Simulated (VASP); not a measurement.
Wanted: the native input for a VASP 6.6.1 run.

```
Task                   : single point
Functional             : LDA
Potentials or basis    : VASP PAW LDA potentials, release 64 (Sc_sv)
Cutoff                 : 520 eV
k mesh                 : 9 × 9 × 5
Occupations            : fermi-dirac, width 0.05 eV
Spin                   : no spin polarisation
Dipole correction      : no
Further INCAR settings : ALGO = Normal; EDIFF = 1e-06; NBANDS = 18
```

The structure of Sc lies in POSCAR:

```
Sc
1.0
    3.2642783016      0.0000000000      0.0000000000
   -1.6321391508      2.8269479342      0.0000000000
    0.0000000000      0.0000000000      5.2020304526
Sc
2
Direct
    0.6666666667      0.3333333333      0.7500000000
    0.3333333333      0.6666666667      0.2500000000
```

The input as run:

INCAR

```
SYSTEM = Sc
  ALGO = Normal
  EDIFF = 1E-6
  ENCUT = 520
  ISIF = 2
  ISMEAR = -1
  LASPH = .TRUE.
  LCHARG = .FALSE.
  LREAL = .FALSE.
  LWAVE = .FALSE.
  NBANDS = 18
  NELM = 80
  PREC = Accurate
  SIGMA = 0.05
```

KPOINTS

```
k-points
0
G
  9 9 5
  0 0 0
```

Potentials or basis: VASP PAW LDA potentials, release 64 (Sc_sv).

Run with:

```console
$ cat potpaw_LDA.64/Sc_sv/POTCAR > POTCAR
$ mpirun -np 1 vasp_std > vasp.out
```

It gave:

The pressure is -3.4 GPa and the band gap on the k mesh is zero (band 11 reaches 4.29 eV, above the bottom of band 12 at 3.09 eV).

Run time: 17 s on 1 thread of Intel(R) Xeon(R) Platinum 8259CL CPU @ 2.50GHz (Skylake/Cascade Lake), with other jobs on the host, peak memory 0.15 GiB.
